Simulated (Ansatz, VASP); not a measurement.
**PbS in VASP and in Ansatz**

The input INCAR:

```
PREC = Accurate
ENCUT = 520
EDIFF = 1E-6
ISMEAR = 0
SIGMA = 0.03
LREAL = False
LASPH = True
NELM = 80
ALGO = Normal
ISIF = 2
LWAVE = False
LCHARG = True
GGA = PE
LELF = True
LVHAR = True
NBANDS = 17
```

KPOINTS

```
regular mesh
0
Gamma
  10 10 10
```

POSCAR

```
PbS
1.0
    0.0000000000      3.0687750000      2.9650000000
    3.0687750000      0.0000000000      2.9650000000
    3.0687750000      3.0687750000      0.0000000000
Pb S
1 1
Direct
    0.0000000000      0.0000000000      0.0000000000
    0.5000000000      0.5000000000      0.5000000000
```

Input for Ansatz:

```yaml
crystal:
  lattice:
    - [0.0, 3.068775, 2.965]
    - [3.068775, 0.0, 2.965]
    - [3.068775, 3.068775, 0.0]
  atoms:
    - { symbol: Pb, position: [0.0, 0.0, 0.0] }
    - { symbol: S, position: [0.5, 0.5, 0.5] }
basis:
  ecutwfc: 420
kpoints:
  mp_grid: { grid: [10, 10, 10] }
hamiltonian:
  xc: pbe
scf:
  occupations: { method: gaussian, width: 0.03 }
output:
  forces: true
  stress: true
  eigenvalues: true
```

Change from the starting cell: strain +0.0350 x Voigt [1, 1, 0, 0, 0, 0], atoms carried along.

Alike in both runs: task single point; functional PBE; k mesh 10 × 10 × 10; occupations gaussian, width 0.03 eV; no spin polarisation.

```csv
,VASP,Ansatz
version,VASP 6.6.1,Ansatz 0.2.0
potentials or method,"VASP PAW PBE potentials, release 64 (Pb_d, S), cutoff 520 eV","scalar-relativistic, plane waves, PAW"
valence electrons in the cell,20,20
```

|  | VASP | Ansatz | Ansatz less VASP |
| --- | --- | --- | --- |
| gap on the k mesh at the Fermi level (eV) | 0.56 | 0.56 | -0.006 |
| least direct gap on the mesh (eV) | 0.56 | 0.56 | -0.006 |
| pressure (GPa) | -1.4 | -1.3 | +0.07 |
| traceless stress, the component that is largest in VASP (GPa) | 2.29 | 2.29 | -0.003 |

The functional is the same, so the differences come from potentials, cutoffs and numerics.

Neither program's run includes spin-orbit coupling.
